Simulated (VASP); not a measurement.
Crystal: Ba4HfZr3O12.

```
CELL_PARAMETERS angstrom
8.34746 0.00000 0.00000
0.00000 8.34746 0.00000
0.00000 0.00000 8.34746
ATOMIC_POSITIONS crystal
Ba 0.99445 0.99883 0.00174
Ba 0.00232 0.99839 0.50744
Ba 0.99853 0.50320 0.99943
Ba 0.99303 0.49889 0.50111
Ba 0.50378 0.99775 0.00100
Ba 0.49527 0.00440 0.50110
Ba 0.49800 0.50109 0.00238
Ba 0.49505 0.49953 0.50406
Zr 0.25283 0.24942 0.24882
Zr 0.25269 0.24990 0.75386
Zr 0.74542 0.25015 0.24471
Zr 0.75111 0.25062 0.74739
Zr 0.75029 0.74921 0.25032
Zr 0.74918 0.75232 0.74828
Hf 0.24904 0.74938 0.24921
Hf 0.24891 0.74601 0.75035
O 0.25590 0.25019 0.99987
O 0.24925 0.25254 0.50147
O 0.24810 0.74855 0.00275
O 0.25013 0.74835 0.49953
O 0.75216 0.24761 0.99695
O 0.75028 0.25010 0.49999
O 0.74469 0.75340 0.99773
O 0.75339 0.75214 0.49955
O 0.99932 0.25036 0.24765
O 0.00239 0.25041 0.75074
O 0.00181 0.74816 0.24866
O 0.99887 0.74961 0.74840
O 0.50353 0.24836 0.25116
O 0.49901 0.25032 0.74959
O 0.50294 0.74802 0.24942
O 0.49666 0.75260 0.74914
O 0.25137 0.99665 0.24925
O 0.24855 0.00195 0.75321
O 0.25147 0.50156 0.25328
O 0.25049 0.50130 0.74921
O 0.75255 0.00342 0.24881
O 0.74716 0.00326 0.74780
O 0.75015 0.50365 0.25190
O 0.74842 0.50198 0.75119
```

```yaml
Program: VASP 6.6.1
Task: relaxation of volume and atoms at fixed shape
Functional: PBEsol
Potentials_or_basis: VASP PAW PBE potentials, release 64 (Ba_sv, Zr_sv, Hf_pv, O)
Cutoff: 700 eV
k_mesh: 1 × 1 × 1, shifted
Occupations: fermi-dirac, width 0.05 eV
Spin: no spin polarisation
```

At the start: pressure 1.0 GPa; volume 14.54 Å³/atom.

Problem. How do energy, volume and symmetry change on relaxing?

Solution. Over 12 steps the energy falls by 5.7 meV/atom and the volume is 14.61 Å³/atom (+0.5 %); space group P1 (No. 1, to 0.1 Å) before, P4/mmm (No. 123, to 0.1 Å).

The path:
```
step  energy change (eV)  largest force (eV/Å)  pressure (GPa)  volume (Å³)
   1              0.0000                1.3949            0.95       581.65
   2             -0.1195                0.8344           -1.23       588.95
   3             -0.1562                0.3024           -0.57       586.53
   4             -0.1947                0.2081            0.29       583.40
   5             -0.1967                0.1870            0.56       582.48
   6             -0.2134                0.1264           -0.18       585.03
   7             -0.2134                0.1247           -0.17       585.00
   8             -0.2216                0.0748           -0.06       584.57
   9             -0.2228                0.1053            0.01       584.32
  10             -0.2256                0.0584            0.04       584.22
  11             -0.2256                0.0650            0.04       584.22
  12             -0.2273                0.0293           -0.05       584.52
```

Final structure:
```
Ba Zr Hf O
1.0
     8.36117    0.00000    0.00000
     0.00000    8.36117    0.00000
     0.00000    0.00000    8.36117
Ba Zr Hf O
8 6 2 24
Direct
  0.00004 0.99968 0.00063
  0.99983 0.99958 0.50056
  0.99998 0.50099 0.00034
  0.00007 0.50089 0.50016
  0.49875 0.99981 0.00044
  0.49908 0.99981 0.50045
  0.49887 0.50079 0.00048
  0.49826 0.50079 0.50023
  0.25011 0.25011 0.25036
  0.24951 0.25028 0.75039
  0.75013 0.25015 0.25026
  0.74944 0.25058 0.75025
  0.74946 0.75021 0.25003
  0.74936 0.75048 0.75009
  0.24948 0.75001 0.25043
  0.24917 0.75040 0.75045
  0.25161 0.25100 0.00040
  0.24969 0.24947 0.50036
  0.25001 0.74917 0.00049
  0.24865 0.75053 0.50041
  0.74931 0.25008 0.00014
  0.75170 0.25126 0.50012
  0.74901 0.75161 0.99992
  0.75027 0.75062 0.49988
  0.00052 0.25059 0.24897
  0.99992 0.25090 0.75091
  0.00133 0.74932 0.24908
  0.00091 0.75033 0.75073
  0.50011 0.24955 0.25112
  0.49938 0.25018 0.74889
  0.49817 0.75039 0.25054
  0.49764 0.75096 0.74937
  0.24963 0.99834 0.25019
  0.24895 0.99887 0.75129
  0.25082 0.50168 0.25160
  0.24974 0.50205 0.75013
  0.75085 0.00017 0.25007
  0.74966 0.00042 0.74910
  0.75003 0.50066 0.24902
  0.74904 0.50090 0.75022
```

Caveat: the PAW data sets were made with another functional, which shifts forces and pressure a little.
